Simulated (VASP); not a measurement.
Crystal: AlSn.

```
Sn Al
1.0
     4.19811    0.00000    0.00000
    -2.09905    3.63567    0.00000
     0.00000    0.00000    3.30685
Sn Al
1 1
Cartesian
  0.0000 2.4238 1.6534
  0.0000 0.0000 0.0000
```

Base run:

* Program: VASP 6.6.1
* Functional: PBE
* Potentials or basis: VASP PAW PBE potentials, release 64 (Sn_d, Al)
* Cutoff: 520 eV
* k mesh: 7 × 7 × 8
* Occupations: gaussian, width 0.013 eV
* Spin: no spin polarisation

Its results: band gap on the k mesh zero (an odd number of electrons rules out a gap without spin polarisation); pressure 0.2 GPa.

Question: The run is repeated on the same cell with these changes: functional from PBE to RPBE; occupations from gaussian, width 0.013 eV to gaussian, width 0.02 eV. What comes out?

Answer: Band gap on the k mesh zero (an odd number of electrons rules out a gap without spin polarisation); pressure 1.5 GPa.

Caveats: spin-orbit coupling is left out, which moves the levels of the heavy elements; the PAW data sets were made with another functional, which shifts forces and pressure a little (at least some runs).
